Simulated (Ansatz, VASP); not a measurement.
LiAlF4: VASP beside Ansatz

```
Li Al F
1.0
     3.60038    0.00000    0.00000
     0.00000    3.60038    0.00000
     0.00000    0.00000    6.13664
Li Al F
1 1 4
Cartesian
  1.8002 1.8002 3.0683
  0.0000 0.0000 0.0000
  1.8002 0.0000 0.0000
  0.0000 1.8002 0.0000
  0.0000 0.0000 1.8049
  0.0000 0.0000 4.3317
```

Alike in both runs: functional PBE; k mesh 6 × 6 × 4; occupations gaussian, width 0.02 eV; no spin polarisation.

Ansatz relaxed the structure, and its values are those at the end. VASP's run is a single point on that final structure, the one shown.

|  | VASP | Ansatz |
| --- | --- | --- |
| version | VASP 6.6.1 | Ansatz 0.2.0 |
| potentials or method | VASP PAW PBE potentials, release 64 (Li_sv, Al, F), cutoff 520 eV | scalar-relativistic, plane waves, PAW |
| valence electrons in the cell | 34 | 34 |

|  | VASP | Ansatz | Ansatz less VASP |
| --- | --- | --- | --- |
| gap on the k mesh at the Fermi level (eV) | 5.71 | 5.71 | 0.000 |
| least direct gap on the mesh (eV) | 6.12 | 6.11 | -0.003 |
| rms of the force components (eV/Å) | 0.013 | 0.000 | -0.0135 |

Noted on VASP's run: the cutoff is short for stress, so the pressure is rough.
